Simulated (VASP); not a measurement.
# CuF (P6_3/mmc) in VASP: single point with r2SCAN

Aim: the single point of CuF with r2SCAN.

Program: VASP 6.6.1. These are calculated values, not measurements. Logs are shortened: lines on timing, memory, paths and dates and some standing lists are left out, and cuts for length are marked.

## (1) The cell of the first run

It takes space group P6_3/mmc (No. 194, hexagonal). The conventional cell has a = 2.735 Å, b = 2.735 Å, c = 6.337 Å, α = 90.00°, β = 90.00°, γ = 120.00°. Cu (site symmetry -3m) has 6 F at 2.24 Å and 6 Cu at 2.73 Å within 3.0 Å. F (site symmetry -6m2) has 6 Cu at 2.24 Å and 6 F at 2.73 Å within 3.0 Å.

## (2) Single point, r2SCAN (10.26 Å³/atom)

POSCAR

```
CuF
1.0
    2.7346299546      0.0000000000      0.0000000000
   -1.3673149773      2.3682590106      0.0000000000
    0.0000000000      0.0000000000      6.3373123585
Cu F
2 2
Direct
    0.0000000000      0.0000000000      0.0000000000
    0.0000000000      0.0000000000      0.5000000000
    0.3333333333      0.6666666667      0.2500000000
    0.6666666667      0.3333333333      0.7500000000
```

INCAR.step1

```
SYSTEM = CuF
PREC     = Accurate       ! precision mode
ENCUT    = 900            ! plane-wave cutoff, eV
ISMEAR   = -1             ! smearing method
SIGMA    = 0.02           ! smearing width, eV
LREAL    = .FALSE.        ! projectors in reciprocal space
LASPH    = .TRUE.         ! aspherical terms in the spheres
NELM     = 120            ! most SCF steps
NBANDS   = 34             ! bands
GGA      = PE             ! functional
ALGO     = Normal         ! electronic algorithm
EDIFF    = 1E-5           ! SCF threshold, eV
LWAVE    = .TRUE.         ! write WAVECAR
LCHARG   = .FALSE.        ! write CHGCAR
GGA_COMPAT= .FALSE.
```

INCAR.step2

```
SYSTEM = CuF
PREC     = Accurate       ! precision mode
ENCUT    = 900            ! plane-wave cutoff, eV
EDIFF    = 1E-6           ! SCF threshold, eV
ISMEAR   = -1             ! smearing method
SIGMA    = 0.02           ! smearing width, eV
LREAL    = .FALSE.        ! projectors in reciprocal space
LASPH    = .TRUE.         ! aspherical terms in the spheres
NELM     = 120            ! most SCF steps
ALGO     = Normal         ! electronic algorithm
ISIF     = 2              ! what is computed and relaxed
LWAVE    = .FALSE.        ! write WAVECAR
LCHARG   = .FALSE.        ! write CHGCAR
METAGGA  = R2SCAN         ! meta-GGA
LMIXTAU  = .TRUE.       
NBANDS   = 34             ! bands
ISTART   = 1            
GGA_COMPAT= .FALSE.
```

KPOINTS

```
regular mesh
0
G
  9 9 4
  0 0 0
```

Potentials or basis: VASP PAW PBE potentials, release 64 (Cu_sv_GW, F).

Run with:

```console
> cat potpaw_PBE.64/Cu_sv_GW/POTCAR potpaw_PBE.64/F/POTCAR > POTCAR
> cp INCAR.step1 INCAR
> mpirun -np 1 vasp_std > vasp.out
> cp INCAR.step2 INCAR
> mpirun -np 1 vasp_std > vasp.out
```

OUTCAR:

```text
SYSTEM = CuF
   PREC = Accurate
   ENCUT = 900
   EDIFF = 1E-6
   ISMEAR = -1
   LREAL = .FALSE.
   LASPH = .TRUE.
   NELM = 120
   ISIF = 2
   METAGGA = R2SCAN
   ISTART = 1

 ion  position               nearest neighbor table
   1  0.000  0.000  0.000-   3 2.24   4 2.24   3 2.24   4 2.24   4 2.24   3 2.24
   2  0.000  0.000  0.500-   3 2.24   4 2.24   3 2.24   4 2.24   4 2.24   3 2.24
   3  0.333  0.667  0.250-   1 2.24   2 2.24   1 2.24   2 2.24   1 2.24   2 2.24
   4  0.667  0.333  0.750-   1 2.24   2 2.24   1 2.24   2 2.24   1 2.24   2 2.24

  LATTYP: Found a hexagonal cell.
 ALAT       =     2.7346299546
 C/A-ratio  =     2.3174295842

  Lattice vectors:

 A1 = (   2.7346299546,   0.0000000000,   0.0000000000)
 A2 = (  -1.3673149773,   2.3682590106,   0.0000000000)
 A3 = (   0.0000000000,   0.0000000000,   6.3373123585)

Analysis of symmetry for initial positions (statically):
=====================================================================
 Subroutine PRICEL returns:
 Original cell was already a primitive cell.

 Routine SETGRP: Setting up the symmetry group for a
 hexagonal supercell.

 Subroutine GETGRP returns: Found 24 space group operations
 (whereof 12 operations were pure point group operations)
 out of a pool of 24 trial point group operations.

The static configuration has the point symmetry D_3d.
 The point group associated with its full space group is D_6h.

Analysis of symmetry for dynamics (positions and initial velocities):
=====================================================================
 Subroutine PRICEL returns:
 Original cell was already a primitive cell.

 Routine SETGRP: Setting up the symmetry group for a
 hexagonal supercell.

 Subroutine GETGRP returns: Found 24 space group operations
 (whereof 12 operations were pure point group operations)
 out of a pool of 24 trial point group operations.

The dynamic configuration has the point symmetry D_3d.
 The point group associated with its full space group is D_6h.

 Subroutine INISYM returns: Found 24 space group operations
 (whereof 12 operations are pure point group operations),
 and found     1 'primitive' translations

----------------------------------------------------------------------------------------

                                     Primitive cell

  volume of cell :      41.0424

  direct lattice vectors                    reciprocal lattice vectors
     2.734629955  0.000000000  0.000000000     0.365680189  0.211125556  0.000000000
    -1.367314977  2.368259011  0.000000000     0.000000000  0.422251112  0.000000000
     0.000000000  0.000000000  6.337312359     0.000000000  0.000000000  0.157795599

  length of vectors
     2.734629955  2.734629955  6.337312359     0.422251112  0.422251112  0.157795599

  position of ions in fractional coordinates (direct lattice)
     0.000000000  0.000000000  0.000000000
     0.000000000  0.000000000  0.500000000
     0.333333333  0.666666667  0.250000000
     0.666666667  0.333333333  0.750000000

  ion indices of the primitive-cell ions
   primitive index   ion index
                 1           1
                 2           2
                 3           3
                 4           4

----------------------------------------------------------------------------------------

 KPOINTS: regular mesh

Automatic generation of k-mesh.
 Grid dimensions read from file:
 generate k-points for:    9    9    4

 Generating k-lattice:

  Cartesian coordinates                     Fractional coordinates (reciprocal lattice)
     0.040631132  0.023458395  0.000000000     0.111111111  0.000000000  0.000000000
     0.000000000  0.046916790  0.000000000     0.000000000  0.111111111  0.000000000
     0.000000000  0.000000000  0.039448900     0.000000000  0.000000000  0.250000000

  Length of vectors
     0.046916790  0.046916790  0.039448900

  Shift w.r.t. Gamma in fractional coordinates (k-lattice)
     0.000000000  0.000000000  0.000000000

 Subroutine IBZKPT returns following result:
 ===========================================

 Found     36 irreducible k-points:

 Following reciprocal coordinates:
            Coordinates               Weight
  0.000000  0.000000  0.000000      1.000000
  0.111111  0.000000  0.000000      6.000000
  0.222222  0.000000  0.000000      6.000000
  0.333333  0.000000  0.000000      6.000000
  0.444444  0.000000  0.000000      6.000000
  0.111111  0.111111  0.000000      6.000000
[... 16 lines left out ...]
  0.333333  0.222222  0.250000     24.000000
  0.333333  0.333333  0.250000      4.000000
 [... further k-points ...]
   k-points           NKPTS =     36   k-points in BZ     NKDIM =     36   number of bands    NBANDS=     34
   number of dos      NEDOS =    301   number of ions     NIONS =      4
   total plane-waves  NPLWV =  50176
   dimension x,y,z NGX =    28 NGY =   28 NGZ =   64
   dimension x,y,z NGXF=    56 NGYF=   56 NGZF=  128
   ions per type =               2   2
   NGX,Y,Z   is equivalent  to a cutoff of  17.02, 17.02, 16.79 a.u.
   NGXF,Y,Z  is equivalent  to a cutoff of  34.04, 34.04, 33.58 a.u.
 SYSTEM =  CuF
   PREC   = accura    normal or accurate (medium, high low for compatibility)
   ISTART =      1    job   : 0-new  1-cont  2-samecut
   ICHARG =      0    charge: 1-file 2-atom 10-const
   ISPIN  =      1    spin polarized calculation?
   LNONCOLLINEAR =      F non collinear calculations
   LSORBIT =      F    spin-orbit coupling
   LASPH  =      T    aspherical Exc in radial PAW
   ENCUT  =  900.0 eV  66.15 Ry    8.13 a.u.   6.69  6.69 15.50*2*pi/ulx,y,z
   NELM   =    120;   NELMIN=  2; NELMDL=  0     # of ELM steps
   EDIFF  = 0.1E-05   stopping-criterion for ELM
   LREAL  =      F    real-space projection
   EDIFFG = 0.1E-04   stopping-criterion for IOM
   NSW    =      0    number of steps for IOM
   IBRION =     -1    ionic relax: 0-MD 1-quasi-New 2-CG
   NFREE  =      0    steps in history (QN), initial steepest desc. (CG)
   ISIF   =      2    stress and relaxation
   ISYM   =      2    0-nonsym 1-usesym 2-fastsym
   POTIM  = 0.5000    time-step for ionic-motion
   TEBEG  =    0.0;   TEEND  =   0.0 temperature during run
   PSTRESS=    0.0 pullay stress
   NELECT =      52.0000    total number of electrons
   NUPDOWN=      -1.0000    fix difference up-down
   EMIN   =  10.00;   EMAX   =-10.00  energy-range for DOS
   EFERMI =   0.00;   METHOD = LEGACY
   ISMEAR =    -1;   SIGMA  =   0.02  broadening in eV -4-tet -1-fermi 0-gaus
   EFERMI_NEDOS =   21; number of points for ismear=-14 and -15
   IALGO  =     38    algorithm
   IMIX   =      4    mixing-type and parameters
     AMIX     =   0.40;   BMIX     =  1.00
     AMIX_MAG =   1.60;   BMIX_MAG =  1.00
  volume/ion in A,a.u.               =      10.26        69.24
  Fermi-wavevector in a.u.,A,eV,Ry     =   1.771461  3.347576 42.696101  3.138075
  Thomas-Fermi vector in A             =   2.838048
   LORBIT       =      0    0 simple, 1 ext, 2 COOP (PROOUT), +10 PAW based schemes
   METAGGA = R2SCAN    functional components
   LHFCALC =     F    Hartree Fock is set to
   AEXX    =    0.0000 exact exchange contribution
   IVDW    =     0    specifies the selected vdW correction
   LEPSILON=     F    determine dielectric tensor
   LRPA    =     F    only Hartree local field effects (RPA)
 non-spin polarized calculation
  energy-cutoff  :      900.00
  volume of cell :       41.04
 maximum number of plane-waves:      2551
 NGX is ok and might be reduce to    28
   NGX = 13   NGY = 13   NGZ = 31

 number of electron      51.9999991 magnetization

 Free energy of the ion-electron system (eV)
  ---------------------------------------------------
  ext. energy  EPLUGINS =         0.00000000
  ---------------------------------------------------
  free energy    TOTEN  =       -31.87756648 eV

  energy without entropy =      -31.87449732  energy(sigma->0) =      -31.87603190

 E-fermi :   4.9552     XC(G=0): -12.8038

 val. band max:        4.9434442796   @ k =   0.3333   0.3333   0.5000
 cond. band min:       5.3340817146   @ k =   0.1111   0.0000   0.2500
 fundamental gap:      0.3906374350
 Fermi energy:         4.9552241019

 k-point     1 :       0.0000    0.0000    0.0000
  band No.  band energies     occupation
      1    -109.6261      2.00000
      2    -109.6259      2.00000
      3     -65.5402      2.00000
      4     -65.5402      2.00000
      5     -65.5399      2.00000
      6     -65.5399      2.00000
[... 26 lines left out ...]
     33      24.9550      0.00000
     34      26.9417      0.00000

 k-point     2 :       0.1111    0.0000    0.0000
  band No.  band energies     occupation
      1    -109.6256      2.00000
      2    -109.6255      2.00000
      3     -65.5445      2.00000
      4     -65.5443      2.00000
      5     -65.5413      2.00000
      6     -65.5410      2.00000
[... 26 lines left out ...]
     33      24.6155      0.00000
     34      24.7861      0.00000

 k-point     3 :       0.2222    0.0000    0.0000
  band No.  band energies     occupation
      1    -109.6246      2.00000
      2    -109.6244      2.00000
      3     -65.5556      2.00000
      4     -65.5553      2.00000
      5     -65.5441      2.00000
      6     -65.5439      2.00000
[... 26 lines left out ...]
     33      21.4020      0.00000
     34      22.5624      0.00000

 k-point     4 :       0.3333    0.0000    0.0000
  band No.  band energies     occupation
      1    -109.6234      2.00000
      2    -109.6233      2.00000
      3     -65.5683      2.00000
      4     -65.5678      2.00000
      5     -65.5474      2.00000
      6     -65.5471      2.00000
[... 26 lines left out ...]
     33      20.6137      0.00000
     34      21.9122      0.00000

 k-point     5 :       0.4444    0.0000    0.0000
  band No.  band energies     occupation
      1    -109.6227      2.00000
      2    -109.6225      2.00000
      3     -65.5765      2.00000
      4     -65.5760      2.00000
      5     -65.5495      2.00000
      6     -65.5492      2.00000
[... 621 lines left out ...]
 k-point    22 :       0.2222    0.2222    0.2500
  band No.  band energies     occupation
      1    -109.6229      2.00000
      2    -109.6228      2.00000
      3     -65.5690      2.00000
      4     -65.5687      2.00000
      5     -65.5535      2.00000
      6     -65.5533      2.00000
[... 26 lines left out ...]
     33      17.2123      0.00000
     34      20.1562      0.00000

 k-point    23 :       0.3333    0.2222    0.2500
  band No.  band energies     occupation
      1    -109.6223      2.00000
      2    -109.6222      2.00000
      3     -65.5720      2.00000
      4     -65.5717      2.00000
      5     -65.5585      2.00000
      6     -65.5583      2.00000
[... 26 lines left out ...]
     33      17.5386      0.00000
     34      20.1258      0.00000

 k-point    24 :       0.3333    0.3333    0.2500
  band No.  band energies     occupation
      1    -109.6221      2.00000
      2    -109.6220      2.00000
      3     -65.5666      2.00000
      4     -65.5666      2.00000
      5     -65.5664      2.00000
      6     -65.5664      2.00000
[... 26 lines left out ...]
     33      17.8431      0.00000
     34      20.2519      0.00000

 [... further k-points ...]
[... 5 lines left out ...]
  --------------------------------------------------------------------------------------
  -------------------------------------------------------------------------------------
  Total        0.6863484      0.6863484      1.0548966      0.0000000     -0.0000000      0.0000000
  in kB       26.7930598     26.7930598     41.1801189      0.0000000     -0.0000000      0.0000000
  external PRESSURE =      31.5887462 kB  Pullay stress =       0.0000000 kB

 VOLUME and BASIS-vectors are now :
 -----------------------------------------------------------------------------
  energy-cutoff  :      900.00
  volume of cell :       41.04
      direct lattice vectors                 reciprocal lattice vectors
     2.734629955  0.000000000  0.000000000     0.365680189  0.211125556  0.000000000
    -1.367314977  2.368259011  0.000000000     0.000000000  0.422251112  0.000000000
     0.000000000  0.000000000  6.337312359     0.000000000  0.000000000  0.157795599

 POSITION                                       TOTAL-FORCE (eV/Angst)
 -----------------------------------------------------------------------------------
      0.00000      0.00000      0.00000         0.000000      0.000000      0.000000
      0.00000      0.00000      3.16866         0.000000      0.000000      0.000000
     -0.00000      1.57884      1.58433         0.000000     -0.000000     -0.000000
      1.36731      0.78942      4.75298        -0.000000      0.000000     -0.000000
 -----------------------------------------------------------------------------------
    total drift:                               -0.000000     -0.000000      0.000000

  FREE ENERGIE OF THE ION-ELECTRON SYSTEM (eV)
  ---------------------------------------------------
  free  energy   TOTEN  =       -31.8775664799 eV

  energy  without entropy=      -31.8744973196  energy(sigma->0) =      -31.87603190
```

Run time: 7.8 min. Hardware: 1 thread of Intel Xeon Platinum 8259CL at 2.50GHz (Skylake/Cascade Lake), shared host; peak memory 0.29 GiB.

What came out:

```
Free energy            : -31.8776 eV
Pressure               : 3.2 GPa
Band gap on the k mesh : zero (bands 26 and 27 overlap by 0.38 eV)
```

Levels at points of the mesh, in eV from the Fermi level:
| k point | band 24 | band 25 | band 26 | band 27 | band 28 | band 29 |
| --- | --- | --- | --- | --- | --- | --- |
| (0.00, 0.00, 0.00) | -0.69 | -0.49 | -0.40 | -0.40 | 3.76 | 6.02 |
| (0.00, 0.00, 0.50) | -0.57 | -0.57 | -0.57 | 1.00 | 1.00 | 9.39 |

Caveat: the cell stands under pressure; semilocal functionals underestimate gaps, and a narrow one can read as zero; the PAW data sets were made with another functional, which shifts forces and pressure a little.

The gap in the log of VASP goes by the Fermi energy; the results here count the filled bands.